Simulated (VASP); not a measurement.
# Zn (Fm-3m) in VASP: single point with PBEsol

Aim: the single point of Zn with PBEsol.

Everything below comes from runs of VASP 6.6.1. Logs are shortened: lines on timing, memory, paths and dates and some standing lists are left out, and cuts for length are marked.

**1. The cell of the first run**

The structure is cubic, space group Fm-3m (No. 225). The conventional cell has a = 4.046 Å, b = 4.046 Å, c = 4.046 Å, α = 90.00°, β = 90.00°, γ = 90.00°. Zn (site symmetry m-3m) has 12 Zn at 2.86 Å within 3.8 Å.

This isn't the form of Zn at room conditions, which is hcp.

**2. Single point, PBEsol (Cd replaced by Zn, lengths x 0.908, strained)**

Contents of INCAR:

```
SYSTEM = Zn
ALGO = Fast
EDIFF = 1E-7
ENCUT = 520
GGA = PS
ISIF = 2
ISMEAR = 0
LASPH = .TRUE.
LCHARG = .FALSE.
LREAL = .FALSE.
LWAVE = .FALSE.
NBANDS = 12
NELM = 60
PREC = Accurate
SIGMA = 0.1
```

Contents of KPOINTS:

```
k-points
0
G
  18 18 18
  0 0 0
```

Contents of POSCAR:

```
Zn
1.0
    0.0000000000      2.0228584855      2.0228584855
    2.0228584855      0.0000000000      2.0228584855
    2.0228584855      2.0228584855      0.0000000000
Zn
1
Direct
    0.0000000000      0.0000000000      0.0000000000
```

Potentials or basis: VASP PAW PBE potentials, release 64 (Zn).

On the command line:

```sh
cat potpaw_PBE.64/Zn/POTCAR > POTCAR
mpirun -np 1 vasp_std > vasp.out
```

OUTCAR:

```text
SYSTEM = Zn
   EDIFF = 1E-7
   ENCUT = 520
   GGA = PS
   ISIF = 2
   ISMEAR = 0
   LASPH = .TRUE.
   LREAL = .FALSE.
   NELM = 60
   PREC = Accurate

 ion  position               nearest neighbor table
   1  0.000  0.000  0.000-

  LATTYP: Found a face centered cubic cell.
 ALAT       =     4.0457169710

  Lattice vectors:

 A1 = (   0.0000000000,   2.0228584855,   2.0228584855)
 A2 = (   2.0228584855,   0.0000000000,   2.0228584855)
 A3 = (   2.0228584855,   2.0228584855,   0.0000000000)

Analysis of symmetry for initial positions (statically):
=====================================================================
 Subroutine PRICEL returns:
 Original cell was already a primitive cell.

 Routine SETGRP: Setting up the symmetry group for a
 face centered cubic supercell.

 Subroutine GETGRP returns: Found 48 space group operations
 (whereof 48 operations were pure point group operations)
 out of a pool of 48 trial point group operations.

The static configuration has the point symmetry O_h .

Analysis of symmetry for dynamics (positions and initial velocities):
=====================================================================
 Subroutine PRICEL returns:
 Original cell was already a primitive cell.

 Routine SETGRP: Setting up the symmetry group for a
 face centered cubic supercell.

 Subroutine GETGRP returns: Found 48 space group operations
 (whereof 48 operations were pure point group operations)
 out of a pool of 48 trial point group operations.

The dynamic configuration has the point symmetry O_h .

 Subroutine INISYM returns: Found 48 space group operations
 (whereof 48 operations are pure point group operations),
 and found     1 'primitive' translations

----------------------------------------------------------------------------------------

                                     Primitive cell

  volume of cell :      16.5549

  direct lattice vectors                    reciprocal lattice vectors
     0.000000000  2.022858486  2.022858486    -0.247174977  0.247174977  0.247174977
     2.022858486  0.000000000  2.022858486     0.247174977 -0.247174977  0.247174977
     2.022858486  2.022858486  0.000000000     0.247174977  0.247174977 -0.247174977

  length of vectors
     2.860753905  2.860753905  2.860753905     0.428119619  0.428119619  0.428119619

  position of ions in fractional coordinates (direct lattice)
     0.000000000  0.000000000  0.000000000

  ion indices of the primitive-cell ions
   primitive index   ion index
                 1           1

----------------------------------------------------------------------------------------

 KPOINTS: k-points

Automatic generation of k-mesh.
 Grid dimensions read from file:
 generate k-points for:   18   18   18

 Generating k-lattice:

  Cartesian coordinates                     Fractional coordinates (reciprocal lattice)
    -0.013731943  0.013731943  0.013731943     0.055555556  0.000000000  0.000000000
     0.013731943 -0.013731943  0.013731943     0.000000000  0.055555556  0.000000000
     0.013731943  0.013731943 -0.013731943     0.000000000  0.000000000  0.055555556

  Length of vectors
     0.023784423  0.023784423  0.023784423

  Shift w.r.t. Gamma in fractional coordinates (k-lattice)
     0.000000000  0.000000000  0.000000000

 Subroutine IBZKPT returns following result:
 ===========================================

 Found    195 irreducible k-points:

 Following reciprocal coordinates:
            Coordinates               Weight
  0.000000  0.000000  0.000000      1.000000
  0.055556  0.000000  0.000000      8.000000
  0.111111  0.000000  0.000000      8.000000
  0.166667  0.000000  0.000000      8.000000
  0.222222  0.000000  0.000000      8.000000
  0.277778  0.000000  0.000000      8.000000
[... 16 lines left out ...]
 -0.277778  0.055556  0.000000     24.000000
 -0.222222  0.055556  0.000000     24.000000
 [... further k-points ...]
   k-points           NKPTS =    195   k-points in BZ     NKDIM =    195   number of bands    NBANDS=     12
   number of dos      NEDOS =    301   number of ions     NIONS =      1
   total plane-waves  NPLWV =  13824
   dimension x,y,z NGX =    24 NGY =   24 NGZ =   24
   dimension x,y,z NGXF=    48 NGYF=   48 NGZF=   48
   ions per type =               1
   NGX,Y,Z   is equivalent  to a cutoff of  13.95, 13.95, 13.95 a.u.
   NGXF,Y,Z  is equivalent  to a cutoff of  27.89, 27.89, 27.89 a.u.
 SYSTEM =  Zn
   PREC   = accura    normal or accurate (medium, high low for compatibility)
   ISTART =      0    job   : 0-new  1-cont  2-samecut
   ICHARG =      2    charge: 1-file 2-atom 10-const
   ISPIN  =      1    spin polarized calculation?
   LNONCOLLINEAR =      F non collinear calculations
   LSORBIT =      F    spin-orbit coupling
   LASPH  =      T    aspherical Exc in radial PAW
   ENCUT  =  520.0 eV  38.22 Ry    6.18 a.u.   5.32  5.32  5.32*2*pi/ulx,y,z
   NELM   =     60;   NELMIN=  2; NELMDL= -5     # of ELM steps
   EDIFF  = 0.1E-06   stopping-criterion for ELM
   LREAL  =      F    real-space projection
   EDIFFG = 0.1E-05   stopping-criterion for IOM
   NSW    =      0    number of steps for IOM
   IBRION =     -1    ionic relax: 0-MD 1-quasi-New 2-CG
   NFREE  =      0    steps in history (QN), initial steepest desc. (CG)
   ISIF   =      2    stress and relaxation
   ISYM   =      2    0-nonsym 1-usesym 2-fastsym
   POTIM  = 0.5000    time-step for ionic-motion
   TEBEG  =    0.0;   TEEND  =   0.0 temperature during run
   PSTRESS=    0.0 pullay stress
   NELECT =      12.0000    total number of electrons
   NUPDOWN=      -1.0000    fix difference up-down
   EMIN   =  10.00;   EMAX   =-10.00  energy-range for DOS
   EFERMI =   0.00;   METHOD = LEGACY
   ISMEAR =     0;   SIGMA  =   0.10  broadening in eV -4-tet -1-fermi 0-gaus
   EFERMI_NEDOS =   21; number of points for ismear=-14 and -15
   IALGO  =     68    algorithm
   IMIX   =      4    mixing-type and parameters
     AMIX     =   0.40;   BMIX     =  1.00
     AMIX_MAG =   1.60;   BMIX_MAG =  1.00
  volume/ion in A,a.u.               =      16.55       111.72
  Fermi-wavevector in a.u.,A,eV,Ry     =   1.470595  2.779022 29.424634  2.162650
  Thomas-Fermi vector in A             =   2.585833
   LORBIT       =      0    0 simple, 1 ext, 2 COOP (PROOUT), +10 PAW based schemes
   GGA     = PS    functional components
   LHFCALC =     F    Hartree Fock is set to
   AEXX    =    0.0000 exact exchange contribution
   IVDW    =     0    specifies the selected vdW correction
   LEPSILON=     F    determine dielectric tensor
   LRPA    =     F    only Hartree local field effects (RPA)
 non-spin polarized calculation
 RMM-DIIS sequential band-by-band and
 Gauss-broadening in eV      SIGMA  =   0.10
  energy-cutoff  :      520.00
  volume of cell :       16.55
 maximum number of plane-waves:       459
 NGX is ok and might be reduce to    24
   NGX = 11   NGY = 11   NGZ = 11

 number of electron      11.9999995 magnetization

 Free energy of the ion-electron system (eV)
  ---------------------------------------------------
  ext. energy  EPLUGINS =         0.00000000
  ---------------------------------------------------
  free energy    TOTEN  =        -1.48456809 eV

  energy without entropy =       -1.48321448  energy(sigma->0) =       -1.48389129

 E-fermi :   2.2503     XC(G=0): -11.2724

 val. band max:        2.1866038467   @ k =  -0.3889   0.5000   0.1111
 cond. band min:       2.2758595984   @ k =   0.5000   0.1111   0.0556
 fundamental gap:      0.0892557517
 Fermi energy:         2.2503303499

 k-point     1 :       0.0000    0.0000    0.0000
  band No.  band energies     occupation
      1      -7.3738      2.00000
      2      -5.0510      2.00000
      3      -5.0510      2.00000
      4      -5.0510      2.00000
      5      -4.7271      2.00000
      6      -4.7271      2.00000
      7      19.3749      0.00000
      8      19.3749      0.00000
      9      19.3749      0.00000
     10      20.5799      0.00000
     11      22.2848      0.00000
     12      22.2848      0.00000

 k-point     2 :       0.0556    0.0000    0.0000
  band No.  band energies     occupation
      1      -7.2861      2.00000
      2      -5.0572      2.00000
      3      -5.0417      2.00000
      4      -5.0417      2.00000
      5      -4.7297      2.00000
      6      -4.7297      2.00000
      7      17.8633      0.00000
      8      19.1045      0.00000
      9      19.1045      0.00000
     10      20.2611      0.00000
     11      22.7002      0.00000
     12      22.7002      0.00000

 k-point     3 :       0.1111    0.0000    0.0000
  band No.  band energies     occupation
      1      -7.0270      2.00000
      2      -5.0708      2.00000
      3      -5.0178      2.00000
      4      -5.0178      2.00000
      5      -4.7343      2.00000
      6      -4.7343      2.00000
      7      15.3399      0.00000
      8      18.5551      0.00000
      9      18.5551      0.00000
     10      20.1132      0.00000
     11      23.6708      0.00000
     12      23.6708      0.00000

 k-point     4 :       0.1667    0.0000    0.0000
  band No.  band energies     occupation
      1      -6.6148      2.00000
      2      -5.0697      2.00000
      3      -4.9914      2.00000
      4      -4.9914      2.00000
      5      -4.7304      2.00000
      6      -4.7304      2.00000
      7      12.8004      0.00000
      8      17.9936      0.00000
      9      17.9936      0.00000
     10      19.9594      0.00000
     11      24.5908      0.00000
     12      24.6835      0.00000

 k-point     5 :       0.2222    0.0000    0.0000
  band No.  band energies     occupation
      1      -6.1194      2.00000
      2      -4.9799      2.00000
      3      -4.9799      2.00000
      4      -4.9792      2.00000
      5      -4.7039      2.00000
      6      -4.7039      2.00000
      7      10.3610      0.00000
      8      17.5102      0.00000
      9      17.5102      0.00000
     10      19.7882      0.00000
     11      23.6058      0.00000
     12      23.6069      0.00000
[... 228 lines left out ...]
      1      -5.6178      2.00000
      2      -5.0448      2.00000
      3      -5.0264      2.00000
      4      -4.5429      2.00000
      5      -4.5424      2.00000
      6      -2.1061      2.00000
      7       3.3272      0.00000
      8      15.1519      0.00000
      9      16.8665      0.00000
     10      18.8534      0.00000
     11      20.6765      0.00000
     12      21.8122      0.00000

 k-point    22 :      -0.3333    0.0556    0.0000
  band No.  band energies     occupation
      1      -5.6120      2.00000
      2      -5.0232      2.00000
      3      -5.0066      2.00000
      4      -4.6041      2.00000
      5      -4.5975      2.00000
      6      -3.2846      2.00000
      7       5.2757      0.00000
      8      15.0992      0.00000
      9      17.4109      0.00000
     10      19.3424      0.00000
     11      20.8899      0.00000
     12      21.9363      0.00000

 k-point    23 :      -0.2778    0.0556    0.0000
  band No.  band energies     occupation
      1      -5.6601      2.00000
      2      -5.0025      2.00000
      3      -4.9834      2.00000
      4      -4.7033      2.00000
      5      -4.6728      2.00000
      6      -4.1902      2.00000
      7       7.3867      0.00000
      8      15.2020      0.00000
      9      17.9724      0.00000
     10      19.8439      0.00000
     11      21.4068      0.00000
     12      22.2296      0.00000

 k-point    24 :      -0.2222    0.0556    0.0000
  band No.  band energies     occupation
      1      -5.9083      2.00000
      2      -5.0142      2.00000
      3      -4.9676      2.00000
      4      -4.9159      2.00000
      5      -4.7322      2.00000
      6      -4.5821      2.00000
      7       9.6466      0.00000
      8      15.4584      0.00000
      9      18.5205      0.00000
     10      20.2525      0.00000
     11      22.2283      0.00000
     12      22.7533      0.00000

 [... further k-points ...]
[... 5 lines left out ...]
  --------------------------------------------------------------------------------------
  -------------------------------------------------------------------------------------
  Total       -0.9087521     -0.9087521     -0.9087521      0.0000000      0.0000000      0.0000000
  in kB      -87.9487134    -87.9487134    -87.9487134      0.0000000      0.0000000      0.0000000
  external PRESSURE =     -87.9487134 kB  Pullay stress =       0.0000000 kB

 VOLUME and BASIS-vectors are now :
 -----------------------------------------------------------------------------
  energy-cutoff  :      520.00
  volume of cell :       16.55
      direct lattice vectors                 reciprocal lattice vectors
     0.000000000  2.022858486  2.022858486    -0.247174977  0.247174977  0.247174977
     2.022858486  0.000000000  2.022858486     0.247174977 -0.247174977  0.247174977
     2.022858486  2.022858486  0.000000000     0.247174977  0.247174977 -0.247174977

 POSITION                                       TOTAL-FORCE (eV/Angst)
 -----------------------------------------------------------------------------------
      0.00000      0.00000      0.00000         0.000000      0.000000      0.000000
 -----------------------------------------------------------------------------------
    total drift:                               -0.000000      0.000000      0.000000

  FREE ENERGIE OF THE ION-ELECTRON SYSTEM (eV)
  ---------------------------------------------------
  free  energy   TOTEN  =        -1.4845680868 eV

  energy  without entropy=       -1.4832144833  energy(sigma->0) =       -1.48389129
```

It took 44 s on 1 thread of Intel Xeon 8259CL, shared host; peak memory 0.16 GiB.

What came out:

```yaml
Free_energy: -1.4846 eV
Pressure: -8.8 GPa
Band_gap_on_the_k_mesh: zero (bands 6 and 7 overlap by 3.14 eV)
```

Levels at points of the mesh, in eV from the Fermi level:
| k point | band 4 | band 5 | band 6 | band 7 | band 8 | band 9 |
| --- | --- | --- | --- | --- | --- | --- |
| (0.00, 0.00, 0.00) | -7.30 | -6.98 | -6.98 | 17.12 | 17.12 | 17.12 |
| (0.50, 0.00, 0.00) | -6.73 | -6.73 | -2.48 | -1.44 | 14.30 | 14.30 |
| (0.50, 0.50, 0.00) | -6.67 | -6.67 | -0.72 | 1.48 | 8.05 | 8.05 |

Caveat: the cell differs from its parent crystal (Cd replaced by Zn, lengths x 0.908, strained); the cell stands under tension; the PAW data sets were made with another functional, which shifts forces and pressure a little.

The gap in the log of VASP goes by the Fermi energy; the results here count the filled bands.